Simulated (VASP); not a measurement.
# Cu12N in VASP: notebook

Runs on Cu12N. Level: PBE. Tasks: single point.

Everything below comes from runs of VASP 6.6.1. Logs are shortened: lines on timing, memory, paths and dates and some standing lists are left out, and cuts for length are marked.

## (1) The cell of the first run

The cell holds a slab with vacuum, 13 atoms: a = 5.132 Å, b = 5.132 Å, c = 19.622 Å, α = 90.00°, β = 90.00°, γ = 120.00°.

## (2) Single point, PBE

INCAR

```
SYSTEM = Cu12N
PREC     = Accurate       ! precision mode
ENCUT    = 520            ! plane-wave cutoff, eV
EDIFF    = 1E-6           ! SCF threshold, eV
ISMEAR   = 0              ! smearing method
SIGMA    = 0.1            ! smearing width, eV
LREAL    = .FALSE.        ! projectors in reciprocal space
LASPH    = .TRUE.         ! aspherical terms in the spheres
NELM     = 60             ! most SCF steps
ALGO     = Normal         ! electronic algorithm
ISIF     = 2              ! what is computed and relaxed
LWAVE    = .FALSE.        ! write WAVECAR
LCHARG   = .FALSE.        ! write CHGCAR
LDIPOL   = .TRUE.       
IDIPOL   = 3            
DIPOL    = 0.5 0.5 0.322
GGA      = PE             ! functional
NBANDS   = 80             ! bands
```

KPOINTS

```
regular mesh
0
G
  6 6 1
  0 0 0
```

POSCAR

```
Cu12N
1.0
    5.1319544695      0.0000000000      0.0000000000
   -2.5659772347      4.4444029416      0.0000000000
    0.0000000000      0.0000000000     19.6215699228
Cu N
12 1
Direct
    0.3333333333      0.1666666667      0.2038572864
    0.3333333333      0.6666666666      0.2038572864
    0.8333333333      0.1666666667      0.2038572864
    0.8333333333      0.6666666667      0.2038572864
    0.1666666667      0.3333333334      0.3088787979
    0.1666666667      0.8333333333      0.3088787979
    0.6666666667      0.3333333334      0.3088787979
    0.6666666667      0.8333333333      0.3088787979
    0.0000000000      0.0000000000      0.4139103015
    0.0000000000      0.5000000000      0.4139103015
    0.5000000000      0.0000000000      0.4139103015
    0.5000000000      0.5000000000      0.4139103015
    0.0000000000      0.2500000000      0.4761072007
```

Potentials or basis: VASP PAW PBE potentials, release 64 (Cu, N).

Run with:

```
$ cat potpaw_PBE.64/Cu/POTCAR potpaw_PBE.64/N/POTCAR > POTCAR
$ mpirun -np 1 vasp_std > vasp.out
```

OUTCAR:

```text
SYSTEM = Cu12N
   PREC = Accurate
   ENCUT = 520
   EDIFF = 1E-6
   ISMEAR = 0
   LREAL = .FALSE.
   LASPH = .TRUE.
   NELM = 60
   ISIF = 2
   GGA = PE

 ion  position               nearest neighbor table
   1  0.333  0.167  0.204-   5 2.54   6 2.54   7 2.54   2 2.57   4 2.57   4 2.57   3 2.57   3 2.57
                             2 2.57
   2  0.333  0.667  0.204-   5 2.54   6 2.54   8 2.54   1 2.57   3 2.57   4 2.57   3 2.57   4 2.57
                             1 2.57
   3  0.833  0.167  0.204-   7 2.54   8 2.54   5 2.54   2 2.57   4 2.57   4 2.57   1 2.57   1 2.57
                             2 2.57
   4  0.833  0.667  0.204-   8 2.54   7 2.54   6 2.54   2 2.57   3 2.57   3 2.57   1 2.57   1 2.57
                             2 2.57
   5  0.167  0.333  0.309-   2 2.54   1 2.54   3 2.54  10 2.54  12 2.54   9 2.54   6 2.57   8 2.57
                             7 2.57   7 2.57   8 2.57   6 2.57
   6  0.167  0.833  0.309-   2 2.54   1 2.54   4 2.54  10 2.54  11 2.54   9 2.54   5 2.57   7 2.57
                             8 2.57   8 2.57   7 2.57   5 2.57
   7  0.667  0.333  0.309-   4 2.54   3 2.54   1 2.54  12 2.54  10 2.54  11 2.54   8 2.57   6 2.57
                             5 2.57   5 2.57   6 2.57   8 2.57
   8  0.667  0.833  0.309-   4 2.54   3 2.54   2 2.54  12 2.54   9 2.54  11 2.54   7 2.57   5 2.57
                             6 2.57   6 2.57   5 2.57   7 2.57
   9  0.000  0.000  0.414-  13 1.77   8 2.54   5 2.54   6 2.54  10 2.57  10 2.57  12 2.57  12 2.57
                            11 2.57  11 2.57
  10  0.000  0.500  0.414-  13 1.77   6 2.54   5 2.54   7 2.54   9 2.57   9 2.57  11 2.57  11 2.57
                            12 2.57  12 2.57
  11  0.500  0.000  0.414-   6 2.54   7 2.54   8 2.54  12 2.57  12 2.57  10 2.57  10 2.57   9 2.57
                             9 2.57
  12  0.500  0.500  0.414-   8 2.54   7 2.54   5 2.54  11 2.57  11 2.57   9 2.57   9 2.57  10 2.57
                            10 2.57
  13  0.000  0.250  0.476-   9 1.77  10 1.77

  LATTYP: Found a hexagonal cell.
 ALAT       =     5.1319544695
 C/A-ratio  =     3.8234107569

  Lattice vectors:

 A1 = (   5.1319544695,   0.0000000000,   0.0000000000)
 A2 = (  -2.5659772347,   4.4444029416,   0.0000000000)
 A3 = (   0.0000000000,   0.0000000000,  19.6215699228)

Analysis of symmetry for initial positions (statically):
=====================================================================
 Subroutine PRICEL returns:
 Original cell was already a primitive cell.

 Routine SETGRP: Setting up the symmetry group for a
 hexagonal supercell.

 Subroutine GETGRP returns: Found  2 space group operations
 (whereof  1 operations were pure point group operations)
 out of a pool of 24 trial point group operations.

The static configuration has the point symmetry C_1 .
 The point group associated with its full space group is C_1h.

Analysis of symmetry for dynamics (positions and initial velocities):
=====================================================================
 Subroutine PRICEL returns:
 Original cell was already a primitive cell.

 Routine SETGRP: Setting up the symmetry group for a
 hexagonal supercell.

 Subroutine GETGRP returns: Found  2 space group operations
 (whereof  1 operations were pure point group operations)
 out of a pool of 24 trial point group operations.

The dynamic configuration has the point symmetry C_1 .
 The point group associated with its full space group is C_1h.

 Subroutine INISYM returns: Found  2 space group operations
 (whereof  1 operations are pure point group operations),
 and found     1 'primitive' translations

----------------------------------------------------------------------------------------

                                     Primitive cell

  volume of cell :     447.5381

  direct lattice vectors                    reciprocal lattice vectors
     5.131954470  0.000000000  0.000000000     0.194857535  0.112501051  0.000000000
    -2.565977235  4.444402942  0.000000000     0.000000000  0.225002101  0.000000000
     0.000000000  0.000000000 19.621569923     0.000000000  0.000000000  0.050964322

  length of vectors
     5.131954470  5.131954469 19.621569923     0.225002101  0.225002101  0.050964322

  position of ions in fractional coordinates (direct lattice)
     0.333333333  0.166666667  0.203857286
     0.333333333  0.666666667  0.203857286
     0.833333333  0.166666667  0.203857286
     0.833333333  0.666666667  0.203857286
     0.166666667  0.333333333  0.308878798
     0.166666667  0.833333333  0.308878798
     0.666666667  0.333333333  0.308878798
     0.666666667  0.833333333  0.308878798
     0.000000000  0.000000000  0.413910302
     0.000000000  0.500000000  0.413910302
     0.500000000  0.000000000  0.413910302
     0.500000000  0.500000000  0.413910302
     0.000000000  0.250000000  0.476107201

  ion indices of the primitive-cell ions
   primitive index   ion index
                 1           1
                 2           2
                 3           3
                 4           4
                 5           5
                 6           6
                 7           7
                 8           8
                 9           9
                10          10
                11          11
                12          12
                13          13

----------------------------------------------------------------------------------------

 KPOINTS: regular mesh

Automatic generation of k-mesh.
 Grid dimensions read from file:
 generate k-points for:    6    6    1

 Generating k-lattice:

  Cartesian coordinates                     Fractional coordinates (reciprocal lattice)
     0.032476256  0.018750175  0.000000000     0.166666667  0.000000000  0.000000000
     0.000000000  0.037500350  0.000000000     0.000000000  0.166666667  0.000000000
     0.000000000  0.000000000  0.050964322     0.000000000  0.000000000  1.000000000

  Length of vectors
     0.037500350  0.037500350  0.050964322

  Shift w.r.t. Gamma in fractional coordinates (k-lattice)
     0.000000000  0.000000000  0.000000000

 Subroutine IBZKPT returns following result:
 ===========================================

 Found     13 irreducible k-points:

 Following reciprocal coordinates:
            Coordinates               Weight
  0.000000  0.000000  0.000000      1.000000
  0.166667  0.000000  0.000000      2.000000
  0.000000  0.166667  0.000000      4.000000
  0.333333  0.000000  0.000000      2.000000
  0.000000  0.333333  0.000000      4.000000
  0.500000  0.000000  0.000000      1.000000
  0.000000  0.500000  0.000000      2.000000
  0.166667  0.166667  0.000000      4.000000
 -0.166667  0.333333  0.000000      2.000000
  0.333333  0.166667  0.000000      4.000000
 -0.166667  0.500000  0.000000      4.000000
  0.500000  0.333333  0.000000      4.000000
  0.333333  0.333333  0.000000      2.000000
   k-points           NKPTS =     13   k-points in BZ     NKDIM =     13   number of bands    NBANDS=     80
   number of dos      NEDOS =    301   number of ions     NIONS =     13
   total plane-waves  NPLWV = 240000
   dimension x,y,z NGX =    40 NGY =   40 NGZ =  150
   dimension x,y,z NGXF=    80 NGYF=   80 NGZF=  300
   ions per type =              12   1
   NGX,Y,Z   is equivalent  to a cutoff of  12.96, 12.96, 12.71 a.u.
   NGXF,Y,Z  is equivalent  to a cutoff of  25.92, 25.92, 25.42 a.u.
 SYSTEM =  Cu12N
   PREC   = accura    normal or accurate (medium, high low for compatibility)
   ISTART =      0    job   : 0-new  1-cont  2-samecut
   ICHARG =      2    charge: 1-file 2-atom 10-const
   ISPIN  =      1    spin polarized calculation?
   LNONCOLLINEAR =      F non collinear calculations
   LSORBIT =      F    spin-orbit coupling
   LASPH  =      T    aspherical Exc in radial PAW
   ENCUT  =  520.0 eV  38.22 Ry    6.18 a.u.   9.54  9.54 36.48*2*pi/ulx,y,z
   NELM   =     60;   NELMIN=  2; NELMDL= -5     # of ELM steps
   EDIFF  = 0.1E-05   stopping-criterion for ELM
   LREAL  =      F    real-space projection
   EDIFFG = 0.1E-04   stopping-criterion for IOM
   NSW    =      0    number of steps for IOM
   IBRION =     -1    ionic relax: 0-MD 1-quasi-New 2-CG
   NFREE  =      0    steps in history (QN), initial steepest desc. (CG)
   ISIF   =      2    stress and relaxation
   ISYM   =      2    0-nonsym 1-usesym 2-fastsym
   POTIM  = 0.5000    time-step for ionic-motion
   TEBEG  =    0.0;   TEEND  =   0.0 temperature during run
   PSTRESS=    0.0 pullay stress
   NELECT =     137.0000    total number of electrons
   NUPDOWN=      -1.0000    fix difference up-down
   EMIN   =  10.00;   EMAX   =-10.00  energy-range for DOS
   EFERMI =   0.00;   METHOD = LEGACY
   ISMEAR =     0;   SIGMA  =   0.10  broadening in eV -4-tet -1-fermi 0-gaus
   EFERMI_NEDOS =   21; number of points for ismear=-14 and -15
   IALGO  =     38    algorithm
   IMIX   =      4    mixing-type and parameters
     AMIX     =   0.40;   BMIX     =  1.00
     AMIX_MAG =   1.60;   BMIX_MAG =  1.00
  volume/ion in A,a.u.               =      34.43       232.32
  Fermi-wavevector in a.u.,A,eV,Ry     =   1.103329  2.084989 16.562846  1.217335
  Thomas-Fermi vector in A             =   2.239785
   LORBIT       =      0    0 simple, 1 ext, 2 COOP (PROOUT), +10 PAW based schemes
   GGA     = PE    functional components
   LHFCALC =     F    Hartree Fock is set to
   AEXX    =    0.0000 exact exchange contribution
   IVDW    =     0    specifies the selected vdW correction
   LEPSILON=     F    determine dielectric tensor
   LRPA    =     F    only Hartree local field effects (RPA)
 non-spin polarized calculation
 Gauss-broadening in eV      SIGMA  =   0.10
  energy-cutoff  :      520.00
  volume of cell :      447.54
 maximum number of plane-waves:     12109
 NGX is ok and might be reduce to    40
   NGX = 19   NGY = 19   NGZ = 73

 dipolmoment           0.000000      0.000000     -0.390034 electrons x Angstroem

 number of electron     137.0000025 magnetization

 dipolmoment           0.000000      0.000000      0.163108 electrons x Angstroem

 Free energy of the ion-electron system (eV)
  ---------------------------------------------------
  ext. energy  EPLUGINS =         0.00000000
  ---------------------------------------------------
  free energy    TOTEN  =       -47.30904149 eV

  energy without entropy =      -47.26433364  energy(sigma->0) =      -47.28668757

 E-fermi :  -1.0334     XC(G=0):  -5.1073

 val. band max:       -1.0372423311   @ k =   0.3333   0.0000   0.0000
 cond. band min:      -1.0174729232   @ k =   0.0000   0.3333   0.0000
 fundamental gap:      0.0197694078
 Fermi energy:        -1.0333918578

 k-point     1 :       0.0000    0.0000    0.0000
  band No.  band energies     occupation
      1     -15.1098      2.00000
      2      -9.6106      2.00000
      3      -7.4968      2.00000
      4      -6.2498      2.00000
      5      -6.2290      2.00000
      6      -6.0619      2.00000
[... 72 lines left out ...]
     79       3.4057      0.00000
[... 995 lines left out ...]
     79       3.6489      0.00000
     80       4.7282      0.00000

------------------------ aborting loop because EDIFF is reached ----------------------------------------

 vacuum level on the upper side and lower side of the slab       (xc-potential included)         0.570        -0.634

  FORCE on cell =-STRESS in cart. coord.  units (eV):
  Direction    XX          YY          ZZ          XY          YZ          ZX
  --------------------------------------------------------------------------------------
  -------------------------------------------------------------------------------------
  Total       -2.6656418     -0.0692379      1.7815927     -2.2485517     -0.0893725     -0.1547982
  in kB       -9.5429444     -0.2478703      6.3780664     -8.0497703     -0.3199516     -0.5541746
  external PRESSURE =      -1.1375828 kB  Pullay stress =       0.0000000 kB

 VOLUME and BASIS-vectors are now :
 -----------------------------------------------------------------------------
  energy-cutoff  :      520.00
  volume of cell :      447.54
      direct lattice vectors                 reciprocal lattice vectors
     5.131954470  0.000000000  0.000000000     0.194857535  0.112501051  0.000000000
    -2.565977235  4.444402942  0.000000000     0.000000000  0.225002101  0.000000000
     0.000000000  0.000000000 19.621569923     0.000000000  0.000000000  0.050964322

 POSITION                                       TOTAL-FORCE (eV/Angst)
 -----------------------------------------------------------------------------------
      1.28299      0.74073      4.00000         0.028806     -0.006759     -0.075740
      0.00000      2.96294      4.00000         0.008549      0.028327     -0.075740
      3.84897      0.74073      4.00000        -0.030983     -0.017888     -0.093449
      2.56598      2.96294      4.00000         0.010298      0.005945     -0.103141
      0.00000      1.48147      6.06069         0.095050      0.054877     -0.218937
     -1.28299      3.70367      6.06069        -0.076250     -0.044023      0.091507
      2.56598      1.48147      6.06069        -0.050491      0.043725      0.002748
      1.28299      3.70367      6.06069         0.012621     -0.065589      0.002748
      0.00000      0.00000      8.12157         0.650035     -0.988630     -0.146127
     -1.28299      2.22220      8.12157        -0.531161      1.057262     -0.146127
      2.56598      0.00000      8.12157         0.226108      0.130544      0.316997
      1.28299      2.22220      8.12157        -0.239898     -0.138505      0.303078
     -0.64149      1.11110      9.34197        -0.102684     -0.059285      0.142183
 -----------------------------------------------------------------------------------
    total drift:                               -0.000021     -0.000012     -0.006080

  FREE ENERGIE OF THE ION-ELECTRON SYSTEM (eV)
  ---------------------------------------------------
  free  energy   TOTEN  =       -47.3090414932 eV

  energy  without entropy=      -47.2643336374  energy(sigma->0) =      -47.28668757

 vacuum level on the upper side and lower side of the slab         4.957         3.694
```

Wall time 45 min (1 thread of Intel Xeon 8259CL, shared host); peak memory 0.75 GiB.

Results:

| Item | Value |
| --- | --- |
| Free energy | -47.3090 eV |
| Largest force | 1.192 eV/Å |
| Band gap on the k mesh | zero (an odd number of electrons rules out a gap without spin polarisation) |

Forces in eV/Å, atoms in the order of the input:
```
Cu   0.029 -0.007 -0.076
Cu   0.009  0.028 -0.076
Cu  -0.031 -0.018 -0.093
Cu   0.010  0.006 -0.103
Cu   0.095  0.055 -0.219
Cu  -0.076 -0.044  0.092
Cu  -0.050  0.044  0.003
Cu   0.013 -0.066  0.003
Cu   0.650 -0.989 -0.146
Cu  -0.531  1.057 -0.146
Cu   0.226  0.131  0.317
Cu  -0.240 -0.139  0.303
N   -0.103 -0.059  0.142
```

[end of part 1 of 2]

The gap in the log of VASP goes by the Fermi energy; the results here count the filled bands.